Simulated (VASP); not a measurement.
Input of a VASP 6.6.1 run:

INCAR

```
SYSTEM = InPd
ALGO = Fast
EDIFF = 1E-6
ENCUT = 520
GGA = PS
ISIF = 2
ISMEAR = 0
LASPH = .True.
LCHARG = .True.
LELF = .True.
LREAL = .False.
LVHAR = .True.
LWAVE = .False.
NBANDS = 18
NELM = 60
PREC = Accurate
SIGMA = 0.15
```

The input KPOINTS:

```
k-points
0
Gamma
  14 14 14
  0 0 0
```

The input POSCAR:

```
InPd
1.0
    3.2844518451      0.0000000000      0.0000000000
    0.0000000000      3.2844518451      0.0000000000
    0.0000000000      0.0000000000      3.1709821748
In Pd
1 1
Direct
   -0.0149022267      0.0000000000      0.0000000000
    0.5160782172      0.5000000000      0.5000000000
```

Potentials or basis: VASP PAW PBE potentials, release 64 (In_d, Pd).

Launch:

```console
$ cat potpaw_PBE.64/In_d/POTCAR potpaw_PBE.64/Pd/POTCAR > POTCAR
$ mpirun -np 1 vasp_std > vasp.out
```

Q: Estimate the pressure.

A: 0.8 GPa.

Q: Predict the largest force.

A: 0.456 eV/Å.

Stress tensor (GPa, compression positive):
```
0.02 0.00 0.00
0.00 0.50 0.00
0.00 0.00 1.77
```

Caveat: the cell differs from its parent crystal (mode 4 frozen in at -0.052 Å, strain +e along z and -e/2 along x and y -0.0233); the PAW data sets were made with another functional, which shifts forces and pressure a little.
